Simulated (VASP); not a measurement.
# C in VASP: further runs

C is run at these levels: PBE+D3(BJ); tasks: single point.

Everything below comes from runs of VASP 6.6.1. Logs are shortened: lines on timing, memory, paths and dates and some standing lists are left out, and cuts for length are marked.

### 1 The cell of the first run

The cell holds a slab with vacuum, 2 atoms: a = 2.367 Å, b = 2.367 Å, c = 28.000 Å, α = 90.00°, β = 90.00°, γ = 120.00°.

### 2 Single point, PBE+D3(BJ) (biaxial strain -0.040, then relaxed in part)

Input file INCAR:

```
ALGO = Normal
DIPOL = 0.5 0.5 0.500
EDIFF = 1E-7
ENCUT = 520
GGA = PE
IDIPOL = 3
ISIF = 2
ISMEAR = 0
IVDW = 12
LASPH = T
LCHARG = F
LDIPOL = T
LREAL = F
LWAVE = F
NBANDS = 11
NELM = 60
PREC = Accurate
SIGMA = 0.1
```

Input file KPOINTS:

```
k-points
0
Gamma
  18 18 1
```

Input file POSCAR:

```
C
1.0
    2.3671512153      0.0000000000      0.0000000000
   -1.1835756076      2.0500130871      0.0000000000
    0.0000000000      0.0000000000     28.0000000000
C
2
Direct
    0.3333333333      0.6666666667      0.5000000000
    0.6666666667      0.3333333333      0.5000000000
```

Potentials or basis: VASP PAW PBE potentials, release 64 (C).

On the command line:

```bash
cat potpaw_PBE.64/C/POTCAR > POTCAR
mpirun -np 1 vasp_std > vasp.out
```

OUTCAR:

```text
EDIFF = 1E-7
   ENCUT = 520
   GGA = PE
   ISIF = 2
   ISMEAR = 0
   IVDW = 12
   LASPH = T
   LREAL = F
   NELM = 60
   PREC = Accurate
 IVDW          = 12

 ion  position               nearest neighbor table
   1  0.333  0.667  0.500-   2 1.37   2 1.37   2 1.37
   2  0.667  0.333  0.500-   1 1.37   1 1.37   1 1.37

  LATTYP: Found a hexagonal cell.
 ALAT       =     2.3671512153
 C/A-ratio  =    11.8285641488

  Lattice vectors:

 A1 = (   2.3671512153,   0.0000000000,   0.0000000000)
 A2 = (  -1.1835756076,   2.0500130871,   0.0000000000)
 A3 = (   0.0000000000,   0.0000000000,  28.0000000000)

Analysis of symmetry for initial positions (statically):
=====================================================================
 Subroutine PRICEL returns:
 Original cell was already a primitive cell.

 Routine SETGRP: Setting up the symmetry group for a
 hexagonal supercell.

 Subroutine GETGRP returns: Found 24 space group operations
 (whereof 24 operations were pure point group operations)
 out of a pool of 24 trial point group operations.

The static configuration has the point symmetry D_6h.

Analysis of symmetry for dynamics (positions and initial velocities):
=====================================================================
 Subroutine PRICEL returns:
 Original cell was already a primitive cell.

 Routine SETGRP: Setting up the symmetry group for a
 hexagonal supercell.

 Subroutine GETGRP returns: Found 24 space group operations
 (whereof 24 operations were pure point group operations)
 out of a pool of 24 trial point group operations.

The dynamic configuration has the point symmetry D_6h.

 Subroutine INISYM returns: Found 24 space group operations
 (whereof 24 operations are pure point group operations),
 and found     1 'primitive' translations

----------------------------------------------------------------------------------------

                                     Primitive cell

  volume of cell :     135.8753

  direct lattice vectors                    reciprocal lattice vectors
     2.367151215  0.000000000  0.000000000     0.422448720  0.243900882  0.000000000
    -1.183575608  2.050013087  0.000000000     0.000000000  0.487801764  0.000000000
     0.000000000  0.000000000 28.000000000     0.000000000  0.000000000  0.035714286

  length of vectors
     2.367151215  2.367151215 28.000000000     0.487801764  0.487801764  0.035714286

  position of ions in fractional coordinates (direct lattice)
     0.333333333  0.666666667  0.500000000
     0.666666667  0.333333333  0.500000000

  ion indices of the primitive-cell ions
   primitive index   ion index
                 1           1
                 2           2

----------------------------------------------------------------------------------------

 KPOINTS: k-points

Automatic generation of k-mesh.
 Grid dimensions read from file:
 generate k-points for:   18   18    1

 Generating k-lattice:

  Cartesian coordinates                     Fractional coordinates (reciprocal lattice)
     0.023469373  0.013550049  0.000000000     0.055555556  0.000000000  0.000000000
     0.000000000  0.027100098  0.000000000     0.000000000  0.055555556  0.000000000
     0.000000000  0.000000000  0.035714286     0.000000000  0.000000000  1.000000000

  Length of vectors
     0.027100098  0.027100098  0.035714286

  Shift w.r.t. Gamma in fractional coordinates (k-lattice)
     0.000000000  0.000000000  0.000000000

 Subroutine IBZKPT returns following result:
 ===========================================

 Found     37 irreducible k-points:

 Following reciprocal coordinates:
            Coordinates               Weight
  0.000000  0.000000  0.000000      1.000000
  0.055556  0.000000  0.000000      6.000000
  0.111111  0.000000  0.000000      6.000000
  0.166667  0.000000  0.000000      6.000000
  0.222222  0.000000  0.000000      6.000000
  0.277778  0.000000  0.000000      6.000000
[... 16 lines left out ...]
  0.333333  0.111111  0.000000     12.000000
  0.388889  0.111111  0.000000     12.000000
 [... further k-points ...]
   k-points           NKPTS =     37   k-points in BZ     NKDIM =     37   number of bands    NBANDS=     11
   number of dos      NEDOS =    301   number of ions     NIONS =      2
   total plane-waves  NPLWV =  68040
   dimension x,y,z NGX =    18 NGY =   18 NGZ =  210
   dimension x,y,z NGXF=    36 NGYF=   36 NGZF=  420
   ions per type =               2
   NGX,Y,Z   is equivalent  to a cutoff of  12.64, 12.64, 12.47 a.u.
   NGXF,Y,Z  is equivalent  to a cutoff of  25.28, 25.28, 24.94 a.u.
 SYSTEM =  unknown system
   PREC   = accura    normal or accurate (medium, high low for compatibility)
   ISTART =      0    job   : 0-new  1-cont  2-samecut
   ICHARG =      2    charge: 1-file 2-atom 10-const
   ISPIN  =      1    spin polarized calculation?
   LNONCOLLINEAR =      F non collinear calculations
   LSORBIT =      F    spin-orbit coupling
   LASPH  =      T    aspherical Exc in radial PAW
   ENCUT  =  520.0 eV  38.22 Ry    6.18 a.u.   4.40  4.40 52.06*2*pi/ulx,y,z
   NELM   =     60;   NELMIN=  2; NELMDL= -5     # of ELM steps
   EDIFF  = 0.1E-06   stopping-criterion for ELM
   LREAL  =      F    real-space projection
   EDIFFG = 0.1E-05   stopping-criterion for IOM
   NSW    =      0    number of steps for IOM
   IBRION =     -1    ionic relax: 0-MD 1-quasi-New 2-CG
   NFREE  =      0    steps in history (QN), initial steepest desc. (CG)
   ISIF   =      2    stress and relaxation
   ISYM   =      2    0-nonsym 1-usesym 2-fastsym
   POTIM  = 0.5000    time-step for ionic-motion
   TEBEG  =    0.0;   TEEND  =   0.0 temperature during run
   PSTRESS=    0.0 pullay stress
   NELECT =       8.0000    total number of electrons
   NUPDOWN=      -1.0000    fix difference up-down
   EMIN   =  10.00;   EMAX   =-10.00  energy-range for DOS
   EFERMI =   0.00;   METHOD = LEGACY
   ISMEAR =     0;   SIGMA  =   0.10  broadening in eV -4-tet -1-fermi 0-gaus
   EFERMI_NEDOS =   21; number of points for ismear=-14 and -15
   IALGO  =     38    algorithm
   IMIX   =      4    mixing-type and parameters
     AMIX     =   0.40;   BMIX     =  1.00
     AMIX_MAG =   1.60;   BMIX_MAG =  1.00
  volume/ion in A,a.u.               =      67.94       458.47
  Fermi-wavevector in a.u.,A,eV,Ry     =   0.636880  1.203530  5.518751  0.405617
  Thomas-Fermi vector in A             =   1.701699
   LORBIT       =      0    0 simple, 1 ext, 2 COOP (PROOUT), +10 PAW based schemes
   GGA     = PE    functional components
   LHFCALC =     F    Hartree Fock is set to
   AEXX    =    0.0000 exact exchange contribution
   IVDW    =    12    specifies the selected vdW correction
   LEPSILON=     F    determine dielectric tensor
   LRPA    =     F    only Hartree local field effects (RPA)
 non-spin polarized calculation
 Gauss-broadening in eV      SIGMA  =   0.10
  energy-cutoff  :      520.00
  volume of cell :      135.88
 maximum number of plane-waves:      3753
 NGX is ok and might be reduce to    18
   NGX =  9   NGY =  9   NGZ =105

 number of electron       8.0000003 magnetization

 dipolmoment           0.000000      0.000000     -0.000000 electrons x Angstroem

 Free energy of the ion-electron system (eV)
  ---------------------------------------------------
  ext. energy  EPLUGINS =         0.00000000
  ---------------------------------------------------
  free energy    TOTEN  =       -18.19708120 eV

  energy without entropy =      -18.19638467  energy(sigma->0) =      -18.19673294

 E-fermi :  -2.7522     XC(G=0):  -1.5846

 val. band max:       -2.7522150445   @ k =   0.3333   0.3333   0.0000
 cond. band min:      -2.7522150393   @ k =   0.3333   0.3333   0.0000
 fundamental gap:      0.0000000052
 Fermi energy:        -2.7522150414

 k-point     1 :       0.0000    0.0000    0.0000
  band No.  band energies     occupation
      1     -23.2806      2.00000
      2     -11.2325      2.00000
      3      -5.7282      2.00000
      4      -5.7282      2.00000
      5       0.1150      0.00000
      6       0.9085      0.00000
      7       1.1558      0.00000
      8       1.5392      0.00000
      9       1.7820      0.00000
     10       2.5396      0.00000
     11       2.9006      0.00000

 k-point     2 :       0.0556    0.0000    0.0000
  band No.  band energies     occupation
      1     -23.2024      2.00000
      2     -11.1364      2.00000
      3      -6.0410      2.00000
      4      -5.9063      2.00000
      5       0.2222      0.00000
      6       1.0177      0.00000
      7       1.2662      0.00000
      8       1.6492      0.00000
      9       1.8919      0.00000
     10       2.6492      0.00000
     11       3.0099      0.00000

 k-point     3 :       0.1111    0.0000    0.0000
  band No.  band energies     occupation
      1     -22.9678      2.00000
      2     -10.8489      2.00000
      3      -6.9036      2.00000
      4      -6.3775      2.00000
      5       0.5438      0.00000
      6       1.3452      0.00000
      7       1.5973      0.00000
      8       1.9790      0.00000
      9       2.2215      0.00000
     10       2.9780      0.00000
     11       3.3376      0.00000
[... 267 lines left out ...]
 k-point    23 :       0.3333    0.1111    0.0000
  band No.  band energies     occupation
      1     -19.3011      2.00000
      2     -14.1183      2.00000
      3     -10.1374      2.00000
      4      -6.5804      2.00000
      5       0.8825      0.00000
      6       5.6656      0.00000
      7       6.5438      0.00000
      8       6.8940      0.00000
      9       7.2428      0.00000
     10       7.2795      0.00000
     11       7.5178      0.00000

 k-point    24 :       0.3889    0.1111    0.0000
  band No.  band energies     occupation
      1     -18.2061      2.00000
      2     -15.5344      2.00000
      3     -10.3804      2.00000
      4      -5.5694      2.00000
      5      -0.4682      0.00000
      6       7.0988      0.00000
      7       7.3593      0.00000
      8       8.1160      0.00000
      9       8.5511      0.00000
     10       8.8731      0.00000
     11       9.1439      0.00000

 [... further k-points ...]

------------------------ aborting loop because EDIFF is reached ----------------------------------------

 vacuum level on the upper side and lower side of the slab       (xc-potential included)        -0.009        -0.009

 Edisp (eV)   -0.17097

 E8    (eV) :    -0.0535

  FORCE on cell =-STRESS in cart. coord.  units (eV):
  Direction    XX          YY          ZZ          XY          YZ          ZX
  --------------------------------------------------------------------------------------
  -------------------------------------------------------------------------------------
  Total       6.44044     6.44044    -0.01285     0.00000     0.00000     0.00000
  in kB      75.94260    75.94260    -0.15149     0.00000     0.00000     0.00000
  external pressure =       50.58 kB  Pullay stress =        0.00 kB

 VOLUME and BASIS-vectors are now :
 -----------------------------------------------------------------------------
  energy-cutoff  :      520.00
  volume of cell :      135.88
      direct lattice vectors                 reciprocal lattice vectors
     2.367151215  0.000000000  0.000000000     0.422448720  0.243900882  0.000000000
    -1.183575608  2.050013087  0.000000000     0.000000000  0.487801764  0.000000000
     0.000000000  0.000000000 28.000000000     0.000000000  0.000000000  0.035714286

 POSITION                                       TOTAL-FORCE (eV/Angst)
 -----------------------------------------------------------------------------------
     -0.00000      1.36668     14.00000         0.000000      0.000000     -0.000000
      1.18358      0.68334     14.00000        -0.000000      0.000000      0.000000
 -----------------------------------------------------------------------------------
    total drift:                                0.000000     -0.000000      0.000000

  FREE ENERGIE OF THE ION-ELECTRON SYSTEM (eV)
  ---------------------------------------------------
  free  energy   TOTEN  =       -18.3680560800 eV

  energy  without entropy=      -18.3673595497  energy(sigma->0) =      -18.36770781

 vacuum level on the upper side and lower side of the slab         1.105         1.105
```

It took 2.4 min on 1 thread of Intel Xeon 8259CL, shared host; peak memory 0.26 GiB.

What came out:

```yaml
Free_energy: -18.3681 eV
Band_gap_on_the_k_mesh: zero (filled and empty bands touch)
Dispersion_energy_per_atom: -0.085 eV
```

Caveat: the cell differs from its parent crystal (biaxial strain -0.040, then relaxed in part).

### 3 Single point, PBE+D3(BJ) (biaxial strain -0.020, then relaxed in part)

Input file INCAR:

```
PREC = Accurate ; ENCUT = 520
EDIFF = 1E-6 ; ISMEAR = 0
SIGMA = 0.1 ; LREAL = False
LASPH = True ; NELM = 80
ALGO = Normal ; ISIF = 2
LWAVE = False ; LCHARG = True
LDIPOL = True ; IDIPOL = 3
DIPOL = 0.5 0.5 0.500 ; GGA = PE
IVDW = 12 ; LELF = True
LVHAR = True ; LVACPOTAV = True
NBANDS = 11
```

Input file KPOINTS:

```
regular mesh
0
Gamma
  18 18 1
```

Input file POSCAR:

```
C
1.0
    2.4164668657      0.0000000000      0.0000000000
   -1.2082334328      2.0927216931      0.0000000000
    0.0000000000      0.0000000000     28.0000000000
C
2
Direct
    0.3333333333      0.6666666667      0.5000000000
    0.6666666667      0.3333333333      0.5000000000
```

Potentials or basis: VASP PAW PBE potentials, release 64 (C).

On the command line:

```bash
cat potpaw_PBE.64/C/POTCAR > POTCAR
mpirun -np 1 vasp_std > vasp.out
```

Wall time 2.3 min (1 thread of Intel Xeon 8259CL, shared host); peak memory 0.26 GiB.

It converged, with:

- Free energy: -18.5643 eV
- Band gap on the k mesh: zero (filled and empty bands touch)
- Dispersion energy per atom: -0.088 eV

Levels at points of the mesh, in eV from the Fermi level:
| k point | band 1 | band 2 | band 3 | band 4 | band 5 | band 6 | band 7 | band 8 |
| --- | --- | --- | --- | --- | --- | --- | --- | --- |
| (0.00, 0.00, 0.00) | -20.02 | -8.04 | -3.02 | -3.02 | 3.07 | 3.85 | 4.09 | 4.47 |
| (0.50, 0.00, 0.00) | -14.49 | -13.64 | -6.59 | -2.48 | 1.70 | 7.97 | 11.26 | 11.41 |

Caveat: the cell differs from its parent crystal (biaxial strain -0.020, then relaxed in part).

### 4 Single point, PBE+D3(BJ) (biaxial strain +0.020, then relaxed in part)

Input file INCAR:

```
SYSTEM = C
PREC = Accurate
ENCUT = 520
EDIFF = 1E-7
ISMEAR = 0
SIGMA = 0.1
LREAL = .FALSE.
LASPH = .TRUE.
NELM = 60
ALGO = Normal
ISIF = 2
LWAVE = .FALSE.
LCHARG = .FALSE.
LDIPOL = .TRUE.
IDIPOL = 3
DIPOL = 0.5 0.5 0.500
GGA = PE
IVDW = 12
NBANDS = 11
```

Input file KPOINTS:

```
Automatic mesh
0
G
  18 18 1
  0 0 0
```

Input file POSCAR:

```
C
1.0
    2.5150981663      0.0000000000      0.0000000000
   -1.2575490831      2.1781389050      0.0000000000
    0.0000000000      0.0000000000     28.0000000000
C
2
Direct
    0.3333333333      0.6666666667      0.5000000000
    0.6666666667      0.3333333333      0.5000000000
```

On the command line:

```bash
cat potpaw_PBE.64/C/POTCAR > POTCAR
mpirun -np 1 vasp_std > vasp.out
```

It took 3 min on 1 thread of Intel Xeon 8259CL, shared host; peak memory 0.29 GiB.

The run converged. Its results:

* Free energy: -18.5777 eV
* Band gap on the k mesh: zero (filled and empty bands touch)
* Dispersion energy per atom: -0.087 eV

Levels at points of the mesh, in eV from the Fermi level:
```
           k point  band 1  band 2  band 3  band 4  band 5  band 6  band 7  band 8  band 9
(0.00, 0.00, 0.00)  -19.05   -7.23   -3.06   -3.06    3.44    4.20    4.45    4.84    5.08
(0.50, 0.00, 0.00)  -14.07  -12.87   -6.26   -2.25    1.65    6.80   10.98   11.13   11.77
```

Caveat: the cell differs from its parent crystal (biaxial strain +0.020, then relaxed in part).

### 5 The runs side by side

```csv
cell,gap on the mesh (eV)
"a = 2.367, b = 2.367, c = 28.000 Å, angles 90.0, 90.0, 120.0°, 2 atoms",none
"a = 2.416, b = 2.416, c = 28.000 Å, angles 90.0, 90.0, 120.0°, 2 atoms",none
"a = 2.515, b = 2.515, c = 28.000 Å, angles 90.0, 90.0, 120.0°, 2 atoms",none
```

Alike in all rows: task single point; level PBE+D3(BJ); potentials or basis VASP PAW PBE potentials, release 64 (C); no spin polarisation; k mesh 18 × 18 × 1; cutoff (eV) 520; smearing gaussian 0.1 eV.

Total energies depend on the potentials used, so only differences within one code and one set of settings carry meaning.
